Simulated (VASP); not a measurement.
Ir: relaxation of cell and atoms with LDA

Ir:

```xyz
1
Lattice="0.0000 1.9197 1.9197 1.9197 0.0000 1.9197 1.9197 1.9197 0.0000" Properties=species:S:1:pos:R:3 pbc="T T T"
Ir    0.0000    0.0000    0.0000
```

```yaml
Program: VASP 6.6.1
Task: relaxation of cell and atoms
Functional: LDA
Potentials_or_basis: VASP PAW LDA potentials, release 64 (Ir)
Cutoff: 600 eV
k_mesh: 19 × 19 × 19
Occupations: fermi-dirac, width 0.08 eV
Spin: no spin polarisation
Dipole_correction: no
Further_INCAR_settings: ALGO = Normal; EDIFF = 1e-06; IBRION = 2; EDIFFG = -0.005; NSW = 60; ISIF = 3
```

```yaml
Relaxed_volume: 13.94 Å³/atom
Relaxed_cell: a = 2.701 Å, b = 2.701 Å, c = 2.701 Å, α = 60.00°, β = 60.00°, γ = 60.00°
Space_group_after_relaxing_to_0.1_Å: Fm-3m (No. 225)
Energy_gained_by_relaxing: 3.9 meV/atom
Ionic_steps: 4
Pressure_after_relaxing: 0.0 GPa
Band_gap_on_the_k_mesh: zero (an odd number of electrons rules out a gap without spin polarisation)
```

The path:
```csv
step,energy change (eV),largest force (eV/Å),pressure (GPa),volume (Å³)
1,0.0000,0.0000,-5.80,14.15
2,0.0633,0.0000,28.15,13.13
3,-0.0039,0.0000,-0.17,13.95
4,-0.0039,0.0000,-0.01,13.94
```

Final structure:
```
Ir
1.0
     0.00000    1.91021    1.91021
     1.91021    0.00000    1.91021
     1.91021    1.91021    0.00000
Ir
1
Direct
  0.00000 0.00000 0.00000
```

Levels at points of the mesh, in eV from the Fermi level:
| k point | band 1 | band 2 | band 3 | band 4 | band 5 | band 6 | band 7 | band 8 |
| --- | --- | --- | --- | --- | --- | --- | --- | --- |
| (0.00, 0.00, 0.00) | -11.25 | -3.98 | -3.98 | -3.98 | -1.19 | -1.19 | 14.33 | 19.96 |

It took 68 s on 1 thread of Intel(R) Xeon(R) Platinum 8375C CPU @ 2.90GHz (Ice Lake) (shared host), peak memory 0.17 GiB.

Caveat: spin-orbit coupling is left out, which moves the levels of the heavy elements.
